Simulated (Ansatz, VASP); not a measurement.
# Sc3AlP: VASP beside Ansatz

```xyz
5
Lattice="4.5241 0.0000 0.0000 -2.2620 3.9179 0.0000 0.0000 0.0000 6.1644" Properties=species:S:1:pos:R:3 pbc="T T T"
Sc    2.2620    1.3060    1.6483
Sc    2.2620    1.3060    4.5161
Sc    0.0000    0.0000    0.0000
Al    0.0000    2.6120    0.0000
P     0.0000    0.0000    3.0822
```

Change from the starting cell: species swapped into the GaFe3As type (P-6m2, No. 187).

Alike in both runs: functional PBE; k mesh 6 × 6 × 4; occupations gaussian, width 0.1 eV; no spin polarisation.

Ansatz relaxed the structure, and its values are those at the end. VASP's run is a single point on that final structure, the one shown.

```csv
,VASP,Ansatz
version,VASP 6.6.1,Ansatz 0.2.0
potentials or method,"VASP PAW PBE potentials, release 64 (Sc_sv, Al, P), cutoff 520 eV","scalar-relativistic, plane waves, PAW"
valence electrons in the cell,41,41
```

VASP gave:

* gap on the k mesh at the Fermi level (eV): none
* pressure (GPa): 0.1
* rms of the force components (eV/Å): 0.003

Question: Estimate Ansatz's values.

Answer: gap on the k mesh at the Fermi level (eV): none; pressure (GPa): 0.0; rms of the force components (eV/Å): 0.003.

A gap of «none» marks a metal or a gap that the smearing closes. With one functional, cell and mesh, what is left measures potentials, basis and numerics.
